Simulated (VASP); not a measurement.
# GaN in VASP: further runs

Runs on GaN. Level: PBEsol. Tasks: single point.

Program: VASP 6.6.1. These are calculated values, not measurements. Logs are shortened: lines on timing, memory, paths and dates and some standing lists are left out, and cuts for length are marked.

### Step 1. The cell of the first run

The structure is cubic, space group F-43m (No. 216). Conventional cell: a = 4.507 Å, b = 4.507 Å, c = 4.507 Å, α = 90.00°, β = 90.00°, γ = 90.00°. Within 2.6 Å of Ga (site symmetry -43m) lie 4 N at 1.95 Å. N (site symmetry -43m) has 4 Ga at 1.95 Å within 2.6 Å.

### Step 2. Single point, PBEsol

Contents of INCAR:

```
SYSTEM = GaN
PREC     = Accurate       ! precision mode
ENCUT    = 600            ! plane-wave cutoff, eV
EDIFF    = 1E-6           ! SCF threshold, eV
ISMEAR   = -1             ! smearing method
SIGMA    = 0.02           ! smearing width, eV
LREAL    = .False.        ! projectors in reciprocal space
LASPH    = .True.         ! aspherical terms in the spheres
NELM     = 120            ! most SCF steps
ALGO     = Normal         ! electronic algorithm
ISIF     = 2              ! what is computed and relaxed
LWAVE    = .False.        ! write WAVECAR
LCHARG   = .False.        ! write CHGCAR
GGA      = PS             ! functional
NBANDS   = 16             ! bands
GGA_COMPAT= .False.
```

Contents of KPOINTS:

```
Automatic mesh
0
Gamma
  7 7 7
  0 0 0
```

Contents of POSCAR:

```
GaN
1.0
    0.0000000000      2.2535006100      2.2535006100
    2.2535006100      0.0000000000      2.2535006100
    2.2535006100      2.2535006100      0.0000000000
Ga N
1 1
Direct
    0.0000000000      0.0000000000      0.0000000000
    0.7500000000      0.7500000000      0.7500000000
```

Potentials or basis: VASP PAW PBE potentials, release 64 (Ga_d, N).

Launch:

```sh
$ cat potpaw_PBE.64/Ga_d/POTCAR potpaw_PBE.64/N/POTCAR > POTCAR
$ mpirun -np 1 vasp_std > vasp.out
```

OUTCAR:

```text
SYSTEM = GaN
   PREC = Accurate
   ENCUT = 600
   EDIFF = 1E-6
   ISMEAR = -1
   LREAL = .False.
   LASPH = .True.
   NELM = 120
   ISIF = 2
   GGA = PS

 ion  position               nearest neighbor table
   1  0.000  0.000  0.000-   2 1.95   2 1.95   2 1.95   2 1.95
   2  0.750  0.750  0.750-   1 1.95   1 1.95   1 1.95   1 1.95

  LATTYP: Found a face centered cubic cell.
 ALAT       =     4.5070012200

  Lattice vectors:

 A1 = (   0.0000000000,   2.2535006100,   2.2535006100)
 A2 = (   2.2535006100,   0.0000000000,   2.2535006100)
 A3 = (   2.2535006100,   2.2535006100,   0.0000000000)

Analysis of symmetry for initial positions (statically):
=====================================================================
 Subroutine PRICEL returns:
 Original cell was already a primitive cell.

 Routine SETGRP: Setting up the symmetry group for a
 face centered cubic supercell.

 Subroutine GETGRP returns: Found 24 space group operations
 (whereof 24 operations were pure point group operations)
 out of a pool of 48 trial point group operations.

The static configuration has the point symmetry T_d .

Analysis of symmetry for dynamics (positions and initial velocities):
=====================================================================
 Subroutine PRICEL returns:
 Original cell was already a primitive cell.

 Routine SETGRP: Setting up the symmetry group for a
 face centered cubic supercell.

 Subroutine GETGRP returns: Found 24 space group operations
 (whereof 24 operations were pure point group operations)
 out of a pool of 48 trial point group operations.

The dynamic configuration has the point symmetry T_d .

 Subroutine INISYM returns: Found 24 space group operations
 (whereof 24 operations are pure point group operations),
 and found     1 'primitive' translations

----------------------------------------------------------------------------------------

                                     Primitive cell

  volume of cell :      22.8877

  direct lattice vectors                    reciprocal lattice vectors
     0.000000000  2.253500610  2.253500610    -0.221877020  0.221877020  0.221877020
     2.253500610  0.000000000  2.253500610     0.221877020 -0.221877020  0.221877020
     2.253500610  2.253500610  0.000000000     0.221877020  0.221877020 -0.221877020

  length of vectors
     3.186931125  3.186931125  3.186931125     0.384302272  0.384302272  0.384302272

  position of ions in fractional coordinates (direct lattice)
     0.000000000  0.000000000  0.000000000
     0.750000000  0.750000000  0.750000000

  ion indices of the primitive-cell ions
   primitive index   ion index
                 1           1
                 2           2

----------------------------------------------------------------------------------------

 KPOINTS: Automatic mesh

Automatic generation of k-mesh.
 Grid dimensions read from file:
 generate k-points for:    7    7    7

 Generating k-lattice:

  Cartesian coordinates                     Fractional coordinates (reciprocal lattice)
    -0.031696717  0.031696717  0.031696717     0.142857143  0.000000000  0.000000000
     0.031696717 -0.031696717  0.031696717     0.000000000  0.142857143  0.000000000
     0.031696717  0.031696717 -0.031696717     0.000000000  0.000000000  0.142857143

  Length of vectors
     0.054900325  0.054900325  0.054900325

  Shift w.r.t. Gamma in fractional coordinates (k-lattice)
     0.000000000  0.000000000  0.000000000

 Subroutine IBZKPT returns following result:
 ===========================================

 Found     20 irreducible k-points:

 Following reciprocal coordinates:
            Coordinates               Weight
  0.000000  0.000000  0.000000      1.000000
  0.142857  0.000000  0.000000      8.000000
  0.285714  0.000000  0.000000      8.000000
  0.428571  0.000000  0.000000      8.000000
  0.142857  0.142857  0.000000      6.000000
  0.285714  0.142857  0.000000     24.000000
[... 12 lines left out ...]
 -0.428571  0.428571  0.142857     24.000000
 -0.285714  0.428571  0.142857     24.000000
   k-points           NKPTS =     20   k-points in BZ     NKDIM =     20   number of bands    NBANDS=     16
   number of dos      NEDOS =    301   number of ions     NIONS =      2
   total plane-waves  NPLWV =  21952
   dimension x,y,z NGX =    28 NGY =   28 NGZ =   28
   dimension x,y,z NGXF=    56 NGYF=   56 NGZF=   56
   ions per type =               1   1
   NGX,Y,Z   is equivalent  to a cutoff of  14.61, 14.61, 14.61 a.u.
   NGXF,Y,Z  is equivalent  to a cutoff of  29.21, 29.21, 29.21 a.u.
 SYSTEM =  GaN
   PREC   = accura    normal or accurate (medium, high low for compatibility)
   ISTART =      0    job   : 0-new  1-cont  2-samecut
   ICHARG =      2    charge: 1-file 2-atom 10-const
   ISPIN  =      1    spin polarized calculation?
   LNONCOLLINEAR =      F non collinear calculations
   LSORBIT =      F    spin-orbit coupling
   LASPH  =      T    aspherical Exc in radial PAW
   ENCUT  =  600.0 eV  44.10 Ry    6.64 a.u.   6.37  6.37  6.37*2*pi/ulx,y,z
   NELM   =    120;   NELMIN=  2; NELMDL= -5     # of ELM steps
   EDIFF  = 0.1E-05   stopping-criterion for ELM
   LREAL  =      F    real-space projection
   EDIFFG = 0.1E-04   stopping-criterion for IOM
   NSW    =      0    number of steps for IOM
   IBRION =     -1    ionic relax: 0-MD 1-quasi-New 2-CG
   NFREE  =      0    steps in history (QN), initial steepest desc. (CG)
   ISIF   =      2    stress and relaxation
   ISYM   =      2    0-nonsym 1-usesym 2-fastsym
   POTIM  = 0.5000    time-step for ionic-motion
   TEBEG  =    0.0;   TEEND  =   0.0 temperature during run
   PSTRESS=    0.0 pullay stress
   NELECT =      18.0000    total number of electrons
   NUPDOWN=      -1.0000    fix difference up-down
   EMIN   =  10.00;   EMAX   =-10.00  energy-range for DOS
   EFERMI =   0.00;   METHOD = LEGACY
   ISMEAR =    -1;   SIGMA  =   0.02  broadening in eV -4-tet -1-fermi 0-gaus
   EFERMI_NEDOS =   21; number of points for ismear=-14 and -15
   IALGO  =     38    algorithm
   IMIX   =      4    mixing-type and parameters
     AMIX     =   0.40;   BMIX     =  1.00
     AMIX_MAG =   1.60;   BMIX_MAG =  1.00
  volume/ion in A,a.u.               =      11.44        77.23
  Fermi-wavevector in a.u.,A,eV,Ry     =   1.511117  2.855596 31.068543  2.283473
  Thomas-Fermi vector in A             =   2.621216
   LORBIT       =      0    0 simple, 1 ext, 2 COOP (PROOUT), +10 PAW based schemes
   GGA     = PS    functional components
   LHFCALC =     F    Hartree Fock is set to
   AEXX    =    0.0000 exact exchange contribution
   IVDW    =     0    specifies the selected vdW correction
   LEPSILON=     F    determine dielectric tensor
   LRPA    =     F    only Hartree local field effects (RPA)
 non-spin polarized calculation
  energy-cutoff  :      600.00
  volume of cell :       22.89
 maximum number of plane-waves:       771
 NGX is ok and might be reduce to    28
   NGX = 13   NGY = 13   NGZ = 13

 number of electron      18.0000005 magnetization

 Free energy of the ion-electron system (eV)
  ---------------------------------------------------
  ext. energy  EPLUGINS =         0.00000000
  ---------------------------------------------------
  free energy    TOTEN  =       -13.12218922 eV

  energy without entropy =      -13.12218922  energy(sigma->0) =      -13.12218922

 E-fermi :   5.6411     XC(G=0): -11.9017

 val. band max:        5.1509946808   @ k =   0.0000   0.0000   0.0000
 cond. band min:       6.8332061434   @ k =   0.0000   0.0000   0.0000
 fundamental gap:      1.6822114626
 Fermi energy:         5.6411289231

 k-point     1 :       0.0000    0.0000    0.0000
  band No.  band energies     occupation
      1     -10.7819      2.00000
      2      -8.2540      2.00000
      3      -8.2540      2.00000
      4      -8.2540      2.00000
      5      -7.9290      2.00000
      6      -7.9290      2.00000
[... 8 lines left out ...]
     15      23.8412      0.00000
     16      23.8412      0.00000

 k-point     2 :       0.1429    0.0000    0.0000
  band No.  band energies     occupation
      1     -10.5609      2.00000
      2      -8.2275      2.00000
      3      -8.2275      2.00000
      4      -8.1692      2.00000
      5      -7.9308      2.00000
      6      -7.9308      2.00000
[... 8 lines left out ...]
     15      22.1017      0.00000
     16      22.1017      0.00000

 k-point     3 :       0.2857    0.0000    0.0000
  band No.  band energies     occupation
      1     -10.1159      2.00000
      2      -8.1829      2.00000
      3      -8.1829      2.00000
      4      -7.9184      2.00000
      5      -7.9184      2.00000
      6      -7.7371      2.00000
[... 8 lines left out ...]
     15      22.1459      0.00000
     16      22.1459      0.00000

 k-point     4 :       0.4286    0.0000    0.0000
  band No.  band energies     occupation
      1      -9.8665      2.00000
      2      -8.1663      2.00000
      3      -8.1663      2.00000
      4      -7.8875      2.00000
      5      -7.8875      2.00000
      6      -6.8830      2.00000
[... 8 lines left out ...]
     15      24.1067      0.00000
     16      24.1067      0.00000

 k-point     5 :       0.1429    0.1429    0.0000
  band No.  band energies     occupation
      1     -10.4894      2.00000
      2      -8.2018      2.00000
      3      -8.2018      2.00000
      4      -8.1789      2.00000
      5      -7.9439      2.00000
      6      -7.9143      2.00000
[... 8 lines left out ...]
     15      25.1218      0.00000
     16      25.2584      0.00000

 k-point     6 :       0.2857    0.1429    0.0000
  band No.  band energies     occupation
      1     -10.1273      2.00000
      2      -8.1728      2.00000
      3      -8.1487      2.00000
      4      -8.0215      2.00000
      5      -7.8981      2.00000
      6      -7.7839      2.00000
[... 8 lines left out ...]
     15      24.0584      0.00000
     16      24.4771      0.00000

 k-point     7 :       0.4286    0.1429    0.0000
  band No.  band energies     occupation
      1      -9.8483      2.00000
      2      -8.1596      2.00000
      3      -8.1237      2.00000
      4      -7.9621      2.00000
      5      -7.8785      2.00000
      6      -7.0041      2.00000
[... 8 lines left out ...]
     15      23.6879      0.00000
     16      25.3076      0.00000

 k-point     8 :      -0.4286    0.1429    0.0000
  band No.  band energies     occupation
      1      -9.7899      2.00000
      2      -8.1603      2.00000
      3      -8.1254      2.00000
      4      -7.9179      2.00000
      5      -7.8928      2.00000
      6      -6.5517      2.00000
[... 8 lines left out ...]
     15      23.9866      0.00000
     16      24.2162      0.00000

 k-point     9 :      -0.2857    0.1429    0.0000
  band No.  band energies     occupation
      1      -9.9209      2.00000
      2      -8.1623      2.00000
      3      -8.1450      2.00000
      4      -7.9372      2.00000
      5      -7.9244      2.00000
      6      -7.2860      2.00000
[... 8 lines left out ...]
     15      22.1263      0.00000
     16      24.7023      0.00000
[... 96 lines left out ...]
 k-point    15 :       0.4286    0.4286    0.0000
  band No.  band energies     occupation
      1      -9.6850      2.00000
      2      -8.1611      2.00000
      3      -7.9630      2.00000
      4      -7.9630      2.00000
      5      -7.8548      2.00000
      6      -6.4982      2.00000
[... 8 lines left out ...]
     15      27.0184      0.00000
     16      29.0688      0.00000

 k-point    16 :      -0.4286    0.4286    0.0000
  band No.  band energies     occupation
      1      -9.6631      2.00000
      2      -8.1523      2.00000
      3      -7.9771      2.00000
      4      -7.9620      2.00000
      5      -7.8656      2.00000
      6      -6.1493      2.00000
[... 8 lines left out ...]
     15      27.4343      0.00000
     16      27.9615      0.00000

 k-point    17 :       0.4286    0.2857    0.1429
  band No.  band energies     occupation
      1      -9.8718      2.00000
      2      -8.1317      2.00000
      3      -8.1121      2.00000
      4      -8.0079      2.00000
      5      -7.8945      2.00000
      6      -7.2485      2.00000
[... 8 lines left out ...]
     15      24.6622      0.00000
     16      26.9368      0.00000

 k-point    18 :      -0.4286    0.2857    0.1429
  band No.  band energies     occupation
      1      -9.7340      2.00000
      2      -8.1394      2.00000
      3      -8.0784      2.00000
      4      -7.9654      2.00000
      5      -7.8974      2.00000
      6      -6.4484      2.00000
[... 8 lines left out ...]
     15      24.0312      0.00000
     16      26.8371      0.00000

 k-point    19 :      -0.4286    0.4286    0.1429
  band No.  band energies     occupation
      1      -9.6806      2.00000
      2      -8.1257      2.00000
      3      -8.0473      2.00000
      4      -7.9541      2.00000
      5      -7.8794      2.00000
      6      -6.2643      2.00000
[... 8 lines left out ...]
     15      26.1933      0.00000
     16      27.8989      0.00000

 k-point    20 :      -0.2857    0.4286    0.1429
  band No.  band energies     occupation
      1      -9.6709      2.00000
      2      -8.1226      2.00000
      3      -8.0577      2.00000
      4      -7.9411      2.00000
      5      -7.9102      2.00000
      6      -6.0288      2.00000
[... 8 lines left out ...]
     15      24.3084      0.00000
     16      28.4330      0.00000

------------------------ aborting loop because EDIFF is reached ----------------------------------------

  FORCE on cell =-STRESS in cart. coord.  units (eV):
  Direction    XX          YY          ZZ          XY          YZ          ZX
  --------------------------------------------------------------------------------------
  -------------------------------------------------------------------------------------
  Total       -0.2127485     -0.2127485     -0.2127485      0.0000000      0.0000000     -0.0000000
  in kB      -14.8927222    -14.8927222    -14.8927222      0.0000000      0.0000000     -0.0000000
  external PRESSURE =     -14.8927222 kB  Pullay stress =       0.0000000 kB

 VOLUME and BASIS-vectors are now :
 -----------------------------------------------------------------------------
  energy-cutoff  :      600.00
  volume of cell :       22.89
      direct lattice vectors                 reciprocal lattice vectors
     0.000000000  2.253500610  2.253500610    -0.221877020  0.221877020  0.221877020
     2.253500610  0.000000000  2.253500610     0.221877020 -0.221877020  0.221877020
     2.253500610  2.253500610  0.000000000     0.221877020  0.221877020 -0.221877020

 POSITION                                       TOTAL-FORCE (eV/Angst)
 -----------------------------------------------------------------------------------
      0.00000      0.00000      0.00000         0.000000      0.000000      0.000000
      3.38025      3.38025      3.38025        -0.000000     -0.000000     -0.000000
 -----------------------------------------------------------------------------------
    total drift:                               -0.000000     -0.000000     -0.000000

  FREE ENERGIE OF THE ION-ELECTRON SYSTEM (eV)
  ---------------------------------------------------
  free  energy   TOTEN  =       -13.1221892196 eV

  energy  without entropy=      -13.1221892196  energy(sigma->0) =      -13.12218922
```

Run time: 11 s. Hardware: 1 thread of AMD EPYC 7R13 (Zen 3), shared host; peak memory 0.13 GiB.

What came out:

```yaml
Free_energy: -13.1222 eV
Pressure: -1.5 GPa
Band_gap_on_the_k_mesh: 1.68 eV
```

Levels at points of the mesh, in eV from the valence-band top:
```tsv
k point	band 7	band 8	band 9	band 10	band 11	band 12
(0.00, 0.00, 0.00)	0.00	0.00	0.00	1.68	10.20	10.20
```

Caveat: the PAW data sets were made with another functional, which shifts forces and pressure a little.

### Step 3. Single point, PBEsol

This run uses another cell than the first one, of 10.99 Å³/atom.

Contents of INCAR:

```
SYSTEM = GaN
ALGO = Normal
EDIFF = 1E-6
ENCUT = 600
GGA = PS
GGA_COMPAT = .FALSE.
ISIF = 2
ISMEAR = -1
LASPH = .TRUE.
LCHARG = .FALSE.
LREAL = .FALSE.
LWAVE = .FALSE.
NBANDS = 16
NELM = 120
PREC = Accurate
SIGMA = 0.02
```

Contents of KPOINTS:

```
k-points
0
G
  7 7 7
  0 0 0
```

Contents of POSCAR:

```
GaN
1.0
    0.0000000000      2.2084305978      2.2535006100
    2.2084305978      0.0000000000      2.2535006100
    2.2084305978      2.2084305978      0.0000000000
Ga N
1 1
Direct
    0.0000000000      0.0000000000      0.0000000000
    0.7500000000      0.7500000000      0.7500000000
```

Potentials or basis: VASP PAW PBE potentials, release 64 (Ga_d, N).

Launch:

```sh
$ cat potpaw_PBE.64/Ga_d/POTCAR potpaw_PBE.64/N/POTCAR > POTCAR
$ mpirun -np 1 vasp_std > vasp.out
```

It took 20 s on 1 thread of AMD EPYC 7R13 (Zen 3), shared host; peak memory 0.13 GiB.

Results (log left out):

```
Free energy            : -13.1050 eV
Pressure               : 6.5 GPa
Band gap on the k mesh : 1.91 eV
```

Stress tensor (GPa, compression positive):
```
7.38 0.00 0.00
0.00 7.38 0.00
0.00 0.00 4.81
```

Levels at points of the mesh, in eV from the valence-band top:
| k point | band 7 | band 8 | band 9 | band 10 | band 11 | band 12 |
| --- | --- | --- | --- | --- | --- | --- |
| (0.00, 0.00, 0.00) | -0.10 | 0.00 | 0.00 | 1.91 | 10.40 | 10.40 |

Caveat: the cell stands under pressure; the PAW data sets were made with another functional, which shifts forces and pressure a little.

### Step 4. Single point, PBEsol

This run uses another cell than the first one, of 11.22 Å³/atom.

Contents of INCAR:

```
PREC     = Accurate       # precision mode
ENCUT    = 600            # plane-wave cutoff, eV
EDIFF    = 1E-6           # SCF threshold, eV
ISMEAR   = -1             # smearing method
SIGMA    = 0.02           # smearing width, eV
LREAL    = F              # projectors in reciprocal space
LASPH    = T              # aspherical terms in the spheres
NELM     = 120            # most SCF steps
ALGO     = Normal         # electronic algorithm
ISIF     = 2              # what is computed and relaxed
LWAVE    = F              # write WAVECAR
LCHARG   = F              # write CHGCAR
GGA      = PS             # functional
NBANDS   = 16             # bands
GGA_COMPAT= F
```

Contents of KPOINTS:

```
Automatic mesh
0
Gamma
  7 7 7
```

Contents of POSCAR:

```
GaN
1.0
    0.0000000000      2.2309656039      2.2535006100
    2.2309656039      0.0000000000      2.2535006100
    2.2309656039      2.2309656039      0.0000000000
Ga N
1 1
Direct
    0.0000000000      0.0000000000      0.0000000000
    0.7500000000      0.7500000000      0.7500000000
```

Launch:

```sh
$ cat potpaw_PBE.64/Ga_d/POTCAR potpaw_PBE.64/N/POTCAR > POTCAR
$ mpirun -np 1 vasp_std > vasp.out
```

Wall time 20 s (1 thread of AMD EPYC 7R13 (Zen 3), shared host); peak memory 0.14 GiB.

It converged, with:

* Free energy: -13.1198 eV
* Pressure: 2.3 GPa
* Band gap on the k mesh: 1.79 eV

Stress tensor (GPa, compression positive):
```
2.75 0.00 0.00
0.00 2.75 0.00
0.00 0.00 1.48
```

Levels at points of the mesh, in eV from the valence-band top:
```
           k point  band 6  band 7  band 8  band 9  band 10  band 11  band 12  band 13
(0.00, 0.00, 0.00)  -13.09   -0.05    0.00    0.00     1.79    10.30    10.30    10.33
```

Caveat: the PAW data sets were made with another functional, which shifts forces and pressure a little.

### Step 5. The runs side by side

```tsv
cell	gap on the mesh (eV)	pressure (GPa)
a = 3.187 Å, angles 60.0°, 2 atoms	1.68	-1.5
a = 3.155, b = 3.155, c = 3.123 Å, angles 60.3, 60.3, 59.3°, 2 atoms	1.91	6.5
a = 3.171, b = 3.171, c = 3.155 Å, angles 60.2, 60.2, 59.7°, 2 atoms	1.79	2.3
```

Alike in all rows: task single point; level PBEsol; potentials or basis VASP PAW PBE potentials, release 64 (Ga_d, N); no spin polarisation; k mesh 7 × 7 × 7; cutoff (eV) 600; smearing fermi-dirac 0.02 eV.

Caveats: the PAW data sets were made with another functional, which shifts forces and pressure a little; the cell stands under pressure (at least some runs).

Absolute energies hang on the potentials; compare differences alone.
